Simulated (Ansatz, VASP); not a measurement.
# One calculation of MgO, two programs

File INCAR:

```
SYSTEM = MgO
PREC = Accurate
ENCUT = 520
EDIFF = 1E-6
ISMEAR = 0
SIGMA = 0.05
LREAL = .FALSE.
LASPH = .TRUE.
NELM = 60
ALGO = Normal
ISIF = 2
LWAVE = .FALSE.
LCHARG = .FALSE.
GGA = PE
NBANDS = 16
```

KPOINTS

```
Automatic mesh
0
G
  9 9 6
  0 0 0
```

File POSCAR:

```
MgO
1.0
    3.1197997655      0.0000000000      0.0000000000
   -1.5598998828      2.7018258517      0.0000000000
    0.0000000000      0.0000000000      5.7834848054
Mg O
2 2
Direct
    0.3333333333      0.6666666667     -0.0132065475
    0.6666666667      0.3333333333      0.4867934525
    0.3333333333      0.6666666667      0.3982811987
    0.6666666667      0.3333333333      0.8982811987
```

Input for Ansatz:

```yaml
crystal:
  lattice:
    - [3.1197997655, 0.0, 0.0]
    - [-1.5598998828, 2.7018258517, 0.0]
    - [0.0, 0.0, 5.7834848054]
  atoms:
    - { symbol: Mg, position: [0.3333333333, 0.6666666667, -0.0132065475] }
    - { symbol: Mg, position: [0.6666666667, 0.3333333333, 0.4867934525] }
    - { symbol: O, position: [0.3333333333, 0.6666666667, 0.3982811987] }
    - { symbol: O, position: [0.6666666667, 0.3333333333, 0.8982811987] }
basis:
  ecutwfc: 520.0
kpoints:
  mp_grid: { grid: [9, 9, 6] }
hamiltonian:
  xc: pbe
  pseudopotentials: { kind: paw, azcp: { folder: soft_1 } }
scf:
  occupations: { method: gaussian, width: 0.05 }
output:
  forces: true
  stress: true
  eigenvalues: true
```

Alike in both runs: task single point; functional PBE; k mesh 9 × 9 × 6; occupations gaussian, width 0.05 eV; no spin polarisation.

|  | VASP | Ansatz |
| --- | --- | --- |
| version | VASP 6.6.1 | Ansatz 0.2.0 |
| potentials or method | VASP PAW PBE potentials, release 64 (Mg, O), cutoff 520 eV | scalar-relativistic, plane waves, PAW |
| valence electrons in the cell | 16 | 32 |

Ansatz gave:

| Quantity | Value |
| --- | --- |
| gap on the k mesh at the Fermi level (eV) | 3.51 |
| least direct gap on the mesh (eV) | 3.51 |
| pressure (GPa) | 10.6 |
| traceless stress, the component that is largest in VASP (GPa) | -22.65 |
| rms of the force components (eV/Å) | 0.634 |

Question: Estimate VASP's values.

Answer: gap on the k mesh at the Fermi level (eV): 3.49; least direct gap on the mesh (eV): 3.49; pressure (GPa): 10.4; traceless stress, the component that is largest in VASP (GPa): -22.97; rms of the force components (eV/Å): 0.641.

Atom by atom the forces differ by 0.007 eV/Å (rms over components). VASP's potentials hold 16 valence electrons a cell and Ansatz's 32, so a difference there can come from the potentials and not from the codes.
